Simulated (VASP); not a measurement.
# Ga (R-3m) in VASP: a series of runs

Runs on Ga. Level: PBEsol. Tasks: single point, relaxation of cell and atoms.

All numbers are computed with VASP 6.6.1; they aren't measurements. Logs are shortened: lines on timing, memory, paths and dates and some standing lists are left out, and cuts for length are marked.

## Step 1: The cell of the first run

Symmetry: R-3m, No. 166, trigonal system. Conventional cell: a = 4.117 Å, b = 4.117 Å, c = 3.816 Å, α = 90.00°, β = 90.00°, γ = 120.00°. Ga (site symmetry -3m) has 12 Ga at 2.70 to 3.48 Å within 3.6 Å.

## Step 2: Single point, PBEsol

The input, INCAR:

```
  PREC = Accurate
  ENCUT = 520
  EDIFF = 1E-7
  ISMEAR = 0
  SIGMA = 0.1
  LREAL = False
  LASPH = True
  NELM = 80
  ALGO = Fast
  ISIF = 2
  LWAVE = False
  LCHARG = True
  GGA = PS
  LELF = True
  LVHAR = True
  NBANDS = 12
```

The input, KPOINTS:

```
regular mesh
0
Gamma
  21 21 21
```

The input, POSCAR:

```
Ga
1.0
    2.0585075367      1.1884798805      1.2719669604
   -2.0585075367      1.1884798805      1.2719669604
    0.0000000000     -2.3769597609      1.2719669604
Ga
1
Direct
    0.5000000000      0.5000000000      0.5000000000
```

Potentials or basis: VASP PAW PBE potentials, release 64 (Ga_d).

Run with:

```console
> cat potpaw_PBE.64/Ga_d/POTCAR > POTCAR
> mpirun -np 1 vasp_std > vasp.out
```

OUTCAR:

```text
PREC = Accurate
   ENCUT = 520
   EDIFF = 1E-7
   ISMEAR = 0
   LREAL = False
   LASPH = True
   NELM = 80
   ISIF = 2
   GGA = PS

 ion  position               nearest neighbor table
   1  0.500  0.500  0.500-

  LATTYP: Found a trigonal (rhomboedric) cell.
 ALAT       =     2.6958927377
 COS(alpha) =    -0.1660836361

  Lattice vectors:

 A1 = (   2.0585075367,   1.1884798805,   1.2719669604)
 A2 = (  -2.0585075367,   1.1884798805,   1.2719669604)
 A3 = (   0.0000000000,  -2.3769597609,   1.2719669604)

Analysis of symmetry for initial positions (statically):
=====================================================================
 Subroutine PRICEL returns:
 Original cell was already a primitive cell.

 Routine SETGRP: Setting up the symmetry group for a
 trigonal (rhombohedral) supercell.

 Subroutine GETGRP returns: Found 12 space group operations
 (whereof 12 operations were pure point group operations)
 out of a pool of 12 trial point group operations.

The static configuration has the point symmetry D_3d.

Analysis of symmetry for dynamics (positions and initial velocities):
=====================================================================
 Subroutine PRICEL returns:
 Original cell was already a primitive cell.

 Routine SETGRP: Setting up the symmetry group for a
 trigonal (rhombohedral) supercell.

 Subroutine GETGRP returns: Found 12 space group operations
 (whereof 12 operations were pure point group operations)
 out of a pool of 12 trial point group operations.

The dynamic configuration has the point symmetry D_3d.

 Subroutine INISYM returns: Found 12 space group operations
 (whereof 12 operations are pure point group operations),
 and found     1 'primitive' translations

----------------------------------------------------------------------------------------

                                     Primitive cell

  volume of cell :      18.6712

  direct lattice vectors                    reciprocal lattice vectors
     2.058507537  1.188479881  1.271966960     0.242894423  0.140235160  0.262061314
    -2.058507537  1.188479881  1.271966960    -0.242894423  0.140235160  0.262061314
     0.000000000 -2.376959761  1.271966960     0.000000000 -0.280470321  0.262061314

  length of vectors
     2.695892738  2.695892738  2.695892738     0.383848581  0.383848581  0.383848581

  position of ions in fractional coordinates (direct lattice)
     0.500000000  0.500000000  0.500000000

  ion indices of the primitive-cell ions
   primitive index   ion index
                 1           1

----------------------------------------------------------------------------------------

 KPOINTS: regular mesh

Automatic generation of k-mesh.
 Grid dimensions read from file:
 generate k-points for:   21   21   21

 Generating k-lattice:

  Cartesian coordinates                     Fractional coordinates (reciprocal lattice)
     0.011566401  0.006677865  0.012479110     0.047619048  0.000000000  0.000000000
    -0.011566401  0.006677865  0.012479110     0.000000000  0.047619048  0.000000000
     0.000000000 -0.013355730  0.012479110    -0.000000000 -0.000000000  0.047619048

  Length of vectors
     0.018278504  0.018278504  0.018278504

  Shift w.r.t. Gamma in fractional coordinates (k-lattice)
     0.000000000  0.000000000  0.000000000

 Subroutine IBZKPT returns following result:
 ===========================================

 Found    891 irreducible k-points:

 Following reciprocal coordinates:
            Coordinates               Weight
  0.000000  0.000000  0.000000      1.000000
  0.047619  0.000000 -0.000000      6.000000
  0.095238  0.000000 -0.000000      6.000000
  0.142857  0.000000 -0.000000      6.000000
  0.190476  0.000000 -0.000000      6.000000
  0.238095 -0.000000 -0.000000      6.000000
[... 16 lines left out ...]
 -0.428571  0.047619  0.000000     12.000000
 -0.380952  0.047619  0.000000     12.000000
 [... further k-points ...]
   k-points           NKPTS =    891   k-points in BZ     NKDIM =    891   number of bands    NBANDS=     12
   number of dos      NEDOS =    301   number of ions     NIONS =      1
   total plane-waves  NPLWV =   8000
   dimension x,y,z NGX =    20 NGY =   20 NGZ =   20
   dimension x,y,z NGXF=    40 NGYF=   40 NGZF=   40
   ions per type =               1
   NGX,Y,Z   is equivalent  to a cutoff of  12.33, 12.33, 12.33 a.u.
   NGXF,Y,Z  is equivalent  to a cutoff of  24.67, 24.67, 24.67 a.u.
 SYSTEM =  unknown system
   PREC   = accura    normal or accurate (medium, high low for compatibility)
   ISTART =      0    job   : 0-new  1-cont  2-samecut
   ICHARG =      2    charge: 1-file 2-atom 10-const
   ISPIN  =      1    spin polarized calculation?
   LNONCOLLINEAR =      F non collinear calculations
   LSORBIT =      F    spin-orbit coupling
   LASPH  =      T    aspherical Exc in radial PAW
   ENCUT  =  520.0 eV  38.22 Ry    6.18 a.u.   5.01  5.01  5.01*2*pi/ulx,y,z
   NELM   =     80;   NELMIN=  2; NELMDL= -5     # of ELM steps
   EDIFF  = 0.1E-06   stopping-criterion for ELM
   LREAL  =      F    real-space projection
   EDIFFG = 0.1E-05   stopping-criterion for IOM
   NSW    =      0    number of steps for IOM
   IBRION =     -1    ionic relax: 0-MD 1-quasi-New 2-CG
   NFREE  =      0    steps in history (QN), initial steepest desc. (CG)
   ISIF   =      2    stress and relaxation
   ISYM   =      2    0-nonsym 1-usesym 2-fastsym
   POTIM  = 0.5000    time-step for ionic-motion
   TEBEG  =    0.0;   TEEND  =   0.0 temperature during run
   PSTRESS=    0.0 pullay stress
   NELECT =      13.0000    total number of electrons
   NUPDOWN=      -1.0000    fix difference up-down
   EMIN   =  10.00;   EMAX   =-10.00  energy-range for DOS
   EFERMI =   0.00;   METHOD = LEGACY
   ISMEAR =     0;   SIGMA  =   0.10  broadening in eV -4-tet -1-fermi 0-gaus
   EFERMI_NEDOS =   21; number of points for ismear=-14 and -15
   IALGO  =     68    algorithm
   IMIX   =      4    mixing-type and parameters
     AMIX     =   0.40;   BMIX     =  1.00
     AMIX_MAG =   1.60;   BMIX_MAG =  1.00
  volume/ion in A,a.u.               =      18.67       126.00
  Fermi-wavevector in a.u.,A,eV,Ry     =   1.450994  2.741980 28.645466  2.105382
  Thomas-Fermi vector in A             =   2.568542
   LORBIT       =      0    0 simple, 1 ext, 2 COOP (PROOUT), +10 PAW based schemes
   GGA     = PS    functional components
   LHFCALC =     F    Hartree Fock is set to
   AEXX    =    0.0000 exact exchange contribution
   IVDW    =     0    specifies the selected vdW correction
   LEPSILON=     F    determine dielectric tensor
   LRPA    =     F    only Hartree local field effects (RPA)
 non-spin polarized calculation
 RMM-DIIS sequential band-by-band and
 Gauss-broadening in eV      SIGMA  =   0.10
  energy-cutoff  :      520.00
  volume of cell :       18.67
 maximum number of plane-waves:       529
   NGX = 11   NGY = 11   NGZ = 11

 number of electron      12.9999984 magnetization

 Free energy of the ion-electron system (eV)
  ---------------------------------------------------
  ext. energy  EPLUGINS =         0.00000000
  ---------------------------------------------------
  free energy    TOTEN  =        -3.29729365 eV

  energy without entropy =       -3.29570542  energy(sigma->0) =       -3.29649954

 E-fermi :   5.4191     XC(G=0): -11.1492

 val. band max:        5.3886780236   @ k =  -0.2381   0.3810   0.0476
 cond. band min:       5.4367297726   @ k =  -0.1429   0.3333   0.0952
 fundamental gap:      0.0480517490
 Fermi energy:         5.4191449749

 k-point     1 :       0.0000    0.0000    0.0000
  band No.  band energies     occupation
      1      -9.7535      2.00000
      2      -9.7535      2.00000
      3      -9.3118      2.00000
      4      -9.2381      2.00000
      5      -9.2381      2.00000
      6      -5.7647      2.00000
      7      14.5929      0.00000
      8      15.8068      0.00000
      9      15.8068      0.00000
     10      18.4121      0.00000
     11      18.4121      0.00000
     12      20.9384      0.00000

 k-point     2 :       0.0476    0.0000   -0.0000
  band No.  band energies     occupation
      1      -9.7529      2.00000
      2      -9.7461      2.00000
      3      -9.3131      2.00000
      4      -9.2407      2.00000
      5      -9.2391      2.00000
      6      -5.7142      2.00000
      7      14.1751      0.00000
      8      15.2857      0.00000
      9      15.7965      0.00000
     10      18.5121      0.00000
     11      19.1910      0.00000
     12      21.2581      0.00000

 k-point     3 :       0.0952    0.0000   -0.0000
  band No.  band energies     occupation
      1      -9.7511      2.00000
      2      -9.7251      2.00000
      3      -9.3173      2.00000
      4      -9.2482      2.00000
      5      -9.2417      2.00000
      6      -5.5623      2.00000
      7      12.7337      0.00000
      8      15.1001      0.00000
      9      15.7777      0.00000
     10      18.7972      0.00000
     11      20.1008      0.00000
     12      22.4336      0.00000
[... 286 lines left out ...]
 k-point    23 :      -0.4286    0.0476    0.0000
  band No.  band energies     occupation
      1      -9.7293      2.00000
      2      -9.5592      2.00000
      3      -9.3433      2.00000
      4      -9.3107      2.00000
      5      -9.2497      2.00000
      6      -1.7781      2.00000
      7       2.3284      2.00000
      8      16.0390      0.00000
      9      16.9601      0.00000
     10      19.7875      0.00000
     11      21.1115      0.00000
     12      23.6265      0.00000

 k-point    24 :      -0.3810    0.0476    0.0000
  band No.  band energies     occupation
      1      -9.7295      2.00000
      2      -9.5596      2.00000
      3      -9.3376      2.00000
      4      -9.3222      2.00000
      5      -9.2504      2.00000
      6      -2.5950      2.00000
      7       3.5853      2.00000
      8      16.0933      0.00000
      9      17.0612      0.00000
     10      19.9190      0.00000
     11      21.1910      0.00000
     12      22.8416      0.00000

 [... further k-points ...]
[... 5 lines left out ...]
  --------------------------------------------------------------------------------------
  -------------------------------------------------------------------------------------
  Total        0.0168364      0.0168364      0.0096044     -0.0000000      0.0000000      0.0000000
  in kB        1.4447387      1.4447387      0.8241590     -0.0000000      0.0000000      0.0000000
  external PRESSURE =       1.2378788 kB  Pullay stress =       0.0000000 kB

 VOLUME and BASIS-vectors are now :
 -----------------------------------------------------------------------------
  energy-cutoff  :      520.00
  volume of cell :       18.67
      direct lattice vectors                 reciprocal lattice vectors
     2.058507537  1.188479881  1.271966960     0.242894423  0.140235160  0.262061314
    -2.058507537  1.188479881  1.271966960    -0.242894423  0.140235160  0.262061314
     0.000000000 -2.376959761  1.271966960     0.000000000 -0.280470321  0.262061314

 POSITION                                       TOTAL-FORCE (eV/Angst)
 -----------------------------------------------------------------------------------
      0.00000      0.00000      1.90795         0.000000      0.000000      0.000000
 -----------------------------------------------------------------------------------
    total drift:                               -0.000000      0.000000      0.000000

  FREE ENERGIE OF THE ION-ELECTRON SYSTEM (eV)
  ---------------------------------------------------
  free  energy   TOTEN  =        -3.2972936492 eV

  energy  without entropy=       -3.2957054211  energy(sigma->0) =       -3.29649954
```

Wall time 69 s (1 thread of Intel Xeon 6975P-C (Granite Rapids), shared host); peak memory 0.29 GiB.

What came out:

- Free energy: -3.2973 eV
- Pressure: 0.1 GPa

Caveat: the PAW data sets were made with another functional, which shifts forces and pressure a little.

## Step 3: Relaxation of cell and atoms, PBEsol

This run uses another cell than the first one, of 18.75 Å³/atom, 1.004 times its volume.

The input, INCAR:

```
ALGO = Fast ; EDIFF = 1E-7
EDIFFG = -0.01 ; ENCUT = 600
GGA = PS ; IBRION = 2
ISIF = 3 ; ISMEAR = 0
LASPH = T ; LCHARG = F
LREAL = F ; LWAVE = F
NELM = 100 ; NSW = 100
PREC = Accurate ; SIGMA = 0.1
```

The input, KPOINTS:

```
k-points
0
Gamma
  21 21 21
```

The input, POSCAR:

```
Ga
1.0
    2.0391630322      1.1773113256      1.3014280533
   -2.0391630322      1.1773113256      1.3014280533
    0.0000000000     -2.3546226511      1.3014280533
Ga
1
Direct
    0.5000000000      0.5000000000      0.5000000000
```

Potentials or basis: VASP PAW PBE potentials, release 64 (Ga_d).

Run with:

```console
> cat potpaw_PBE.64/Ga_d/POTCAR > POTCAR
> mpirun -np 1 vasp_std > vasp.out
```

Run time: 6.2 min. Hardware: 1 thread of Intel Xeon 6975P-C (Granite Rapids), shared host; peak memory 0.35 GiB.

The run converged. Its results:

```
Free energy                            : -3.2972 eV
Relaxed volume                         : 18.67 Å³/atom
Relaxed cell                           : a = 2.696 Å, b = 2.696 Å, c = 2.696 Å, α = 99.64°, β = 99.64°, γ = 99.64°
Space group after relaxing (to 0.05 Å) : R-3m (No. 166)
Energy gained by relaxing              : 1.5 meV/atom
Ionic steps                            : 11
Pressure after relaxing                : 0.0 GPa
```

Step by step:
```
step  energy change (eV)  largest force (eV/Å)  pressure (GPa)  volume (Å³)
   1              0.0000                0.0000            0.06        18.75
   2             -0.0003                0.0000           -0.15        18.77
   3             -0.0010                0.0000           -0.40        18.82
   4             -0.0007                0.0000           -0.80        18.93
   5             -0.0012                0.0000           -0.56        18.87
   6             -0.0013                0.0000           -0.42        18.82
   7             -0.0014                0.0000           -0.32        18.79
   8             -0.0014                0.0000           -0.14        18.71
   9             -0.0014                0.0000           -0.20        18.73
  10             -0.0015                0.0000           -0.15        18.72
  11             -0.0015                0.0000            0.02        18.67
```

Final structure:
```xyz
1
Lattice="2.0600 1.1894 1.2697 -2.0600 1.1894 1.2697 0.0000 -2.3787 1.2697" Properties=species:S:1:pos:R:3 pbc="T T T"
Ga    0.0000    0.0000    1.9045
```

Levels at points of the mesh, in eV from the Fermi level:
```
           k point  band 2  band 3  band 4  band 5  band 6  band 7  band 8  band 9  band 10
(0.00, 0.00, 0.00)  -15.17  -14.73  -14.66  -14.66  -11.19    9.18   10.41   10.41    13.01
```

Caveat: the PAW data sets were made with another functional, which shifts forces and pressure a little.

## Step 4: Single point, PBEsol

This run uses another cell than the first one: it holds 2 atoms, not 1.

The input, INCAR:

```
SYSTEM = Ga
PREC = Accurate
ENCUT = 500
EDIFF = 1E-6
ISMEAR = 0
SIGMA = 0.1
LREAL = .False.
LASPH = .True.
NELM = 120
ALGO = Normal
ISIF = 2
LWAVE = .False.
LCHARG = .True.
GGA = PS
LELF = .True.
LVHAR = .True.
NBANDS = 20
GGA_COMPAT = .False.
```

The input, KPOINTS:

```
Automatic mesh
0
Gamma
  6 6 6
  0 0 0
```

The input, POSCAR:

```
Ga
1.0
    1.8410551447      1.0629336834      3.4140160361
   -1.8410551447      1.0629336834      3.4140160361
    0.0000000000     -2.1258673668      3.4140160361
Ga
2
Direct
    0.2275400000      0.2275400000      0.2275400000
    0.7724600000      0.7724600000      0.7724600000
```

Run with:

```console
> cat potpaw_PBE.64/Ga_d/POTCAR > POTCAR
> mpirun -np 1 vasp_std > vasp.out
```

Wall time 42 s (1 thread of Intel Xeon 8259CL, shared host); peak memory 0.17 GiB.

It converged, with:

| Quantity | Value |
| --- | --- |
| Free energy | -6.1257 eV |
| Pressure | 1.7 GPa |
| Largest force | 1.573 eV/Å |
| Band gap on the k mesh | zero (band 13 reaches 8.09 eV, above the bottom of band 14 at 2.78 eV) |

Forces on the atoms (eV/Å):
```
Ga   0.000  0.000  1.573
Ga   0.000  0.000 -1.573
```

Stress tensor (GPa, compression positive):
```
 2.64  0.00  0.00
 0.00  2.64  0.00
 0.00  0.00 -0.22
```

Levels at points of the mesh, in eV from the Fermi level:
```tsv
k point	band 9	band 10	band 11	band 12	band 13	band 14	band 15	band 16	band 17	band 18
(0.00, 0.00, 0.00)	-14.41	-14.41	-10.68	1.66	2.74	3.24	3.24	7.07	8.08	8.08
(0.50, 0.00, 0.00)	-14.57	-14.54	-6.99	-6.26	1.75	2.18	4.02	5.05	5.12	5.34
(0.50, 0.50, 0.00)	-14.55	-14.42	-6.38	-4.50	-1.28	-0.85	-0.04	4.18	12.20	12.75
(0.50, 0.50, 0.50)	-14.55	-14.55	-8.45	-6.07	3.53	3.53	5.14	5.14	6.08	7.19
```

Caveat: the PAW data sets were made with another functional, which shifts forces and pressure a little.

## Step 5: Overview

```tsv
task	cell	k mesh	cutoff (eV)	gap on the mesh (eV)	pressure (GPa)
single point	a = 2.696 Å, angles 99.6°, 1 atom	21 × 21 × 21	520	none	0.1
relaxation of cell and atoms	relaxed from a = 2.690 Å, angles 98.6°, 1 atom	21 × 21 × 21	600	none	0.0
single point	a = 4.022 Å, angles 54.5°, 2 atoms	6 × 6 × 6	500	none	1.7
```

Alike in all rows: level PBEsol; potentials or basis VASP PAW PBE potentials, release 64 (Ga_d); no spin polarisation; smearing gaussian 0.1 eV.

Caveats: the PAW data sets were made with another functional, which shifts forces and pressure a little.

Total energies depend on the potentials used, so only differences within one code and one set of settings carry meaning.
